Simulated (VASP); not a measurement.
Wanted: the native input for a VASP 6.6.1 run.

- Task: single point
- Functional: PBEsol
- Potentials or basis: VASP PAW PBE potentials, release 64 (Ni, Ti_sv)
- Cutoff: 520 eV
- k mesh: 10 × 10 × 8
- Occupations: fermi-dirac, width 0.05 eV
- Spin: collinear spin, ferromagnetic start
- Starting moments: [1.0, 1.0] μB
- Dipole correction: no
- Further INCAR settings: ALGO = Normal; EDIFF = 1e-06; NBANDS = 22

The structure of TiNi lies in POSCAR:

```
TiNi
1.0
    2.7358030000      0.0000000000      0.0000000000
    0.0000000000      2.7358030000      0.0000000000
    0.0000000000      0.0000000000      3.5814100000
Ni Ti
1 1
Direct
    0.0000000000      0.0000000000      0.0000000000
    0.5000000000      0.5000000000      0.5000000000
```

The input as run:

INCAR

```
SYSTEM = TiNi
  PREC = Accurate
  ENCUT = 520
  EDIFF = 1E-6
  ISMEAR = -1
  SIGMA = 0.05
  LREAL = .False.
  LASPH = .True.
  NELM = 150
  ALGO = Normal
  ISIF = 2
  LWAVE = .False.
  LCHARG = .False.
  ISPIN = 2
  MAGMOM = 1 1
  LORBIT = 11
  LMAXMIX = 4
  GGA = PS
  NBANDS = 22
```

KPOINTS

```
regular mesh
0
Gamma
  10 10 8
  0 0 0
```

Potentials or basis: VASP PAW PBE potentials, release 64 (Ni, Ti_sv).

The run is started by

```console
$ cat potpaw_PBE.64/Ni/POTCAR potpaw_PBE.64/Ti_sv/POTCAR > POTCAR
$ mpirun -np 1 vasp_std > vasp.out
```

It gave:

| Property | Result |
| --- | --- |
| Pressure | -6.2 GPa |
| Band gap on the k mesh | zero (filled and empty bands overlap) |
| Net moment | 0.00 μB per cell |
| Valence electrons inside the program's atomic spheres | Ni 9.34; Ti 10.31 |

Caveat: the cell stands under tension; the PAW data sets were made with another functional, which shifts forces and pressure a little.

Wall time 3.4 min on 1 thread of Intel(R) Xeon(R) Platinum 8175M CPU @ 2.50GHz (Skylake/Cascade Lake), on a shared host, peak memory 0.21 GiB.
